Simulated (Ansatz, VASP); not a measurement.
**One calculation of MgB2, two programs**

```
Mg B
1.0
     3.08500    0.00000    0.00000
    -1.54250    2.67169    0.00000
     0.00000    0.00000    3.52300
Mg B
1 2
Direct
  0.00000 0.00000 0.00000
  0.33333 0.66667 0.50000
  0.66667 0.33333 0.50000
```

Alike in both runs: task relaxation of cell and atoms; functional PBEsol; k mesh 14 × 14 × 10; occupations fermi-dirac, width 0.1 eV; no spin polarisation.

|  | VASP | Ansatz |
| --- | --- | --- |
| version | VASP 6.6.1 | Ansatz 0.2.0 |
| potentials or method | VASP PAW PBE potentials, release 64 (Mg, B) | PAW with Ansatz's default frozen-core files, scalar-relativistic |
| plane-wave cutoff (eV) | 600 | 420 |
| valence electrons in the cell | 8 | 16 |

```csv
,VASP,Ansatz,Ansatz less VASP
relaxed volume (Å³/atom),9.48,9.48,+0.004
relaxed cell length with the largest relative difference (Å),3.494,3.497,+0.0024
```

VASP's potentials were made for PBE, not for PBEsol. VASP's potentials hold 8 valence electrons a cell and Ansatz's 16, so a difference there can come from the potentials and not from the codes.
